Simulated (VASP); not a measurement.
Set up this calculation in VASP 6.6.1, as the native input.

* Task: relaxation of cell and atoms
* Functional: PBE
* Potentials or basis: VASP PAW PBE potentials, release 64 (Sc_sv, B, Sb, P)
* Cutoff: 600 eV
* k mesh: 4 × 4 × 4
* Occupations: gaussian, width 0.1 eV
* Spin: no spin polarisation
* Dipole correction: no
* Further INCAR settings: ALGO = Normal; EDIFF = 1e-06; IBRION = 2; EDIFFG = -0.04; NSW = 90; ISIF = 3

The structure of ScBSbP3 lies in POSCAR:

```
ScBSbP3
1.0
    2.4549804793     -5.0319860832      0.0000000000
    2.4549804793      5.0319860832      0.0000000000
    0.0000000000      0.0000000000      5.7196832439
Sc B Sb P
1 1 1 3
Direct
    0.5000000000      0.5000000000      0.5000000000
    0.0000000000      0.0000000000      0.0000000000
    0.5000000000      0.5000000000      0.0000000000
    0.0000000000      0.0000000000      0.5000000000
    0.2277825899      0.7722174101      0.5000000000
    0.7722174101      0.2277825899      0.5000000000
```

One way to write it, as run:

INCAR

```
SYSTEM = ScBSbP3
PREC = Accurate ; ENCUT = 600
EDIFF = 1E-6 ; ISMEAR = 0
SIGMA = 0.1 ; LREAL = .FALSE.
LASPH = .TRUE. ; NELM = 60
ALGO = Normal ; ISIF = 3
LWAVE = .FALSE. ; LCHARG = .FALSE.
GGA = PE ; IBRION = 2
NSW = 90 ; EDIFFG = -0.04
```

KPOINTS

```
regular mesh
0
G
  4 4 4
  0 0 0
```

Potentials or basis: VASP PAW PBE potentials, release 64 (Sc_sv, B, Sb, P).

The run is started by

```sh
$ cat potpaw_PBE.64/Sc_sv/POTCAR potpaw_PBE.64/B/POTCAR potpaw_PBE.64/Sb/POTCAR potpaw_PBE.64/P/POTCAR > POTCAR
$ mpirun -np 1 vasp_std > vasp.out
```

It gave:

- Relaxed volume: 23.51 Å³/atom
- Relaxed cell: a = 5.643 Å, b = 5.643 Å, c = 5.717 Å, α = 90.00°, β = 90.00°, γ = 129.21°
- Space group after relaxing (to 0.05 Å): Cmmm (No. 65)
- Energy gained by relaxing: 2.6 meV/atom
- Ionic steps: 4
- Pressure after relaxing: 0.0 GPa
- Largest force after relaxing: 0.025 eV/Å
- Band gap on the k mesh: zero (band 17 reaches 4.73 eV, above the bottom of band 18 at 3.34 eV)

Caveat: spin-orbit coupling is left out, which moves the levels of the heavy elements.

Wall time 7.8 min on 1 thread of Oxide Virtual Turin-like Processor (shared host), peak memory 0.35 GiB.
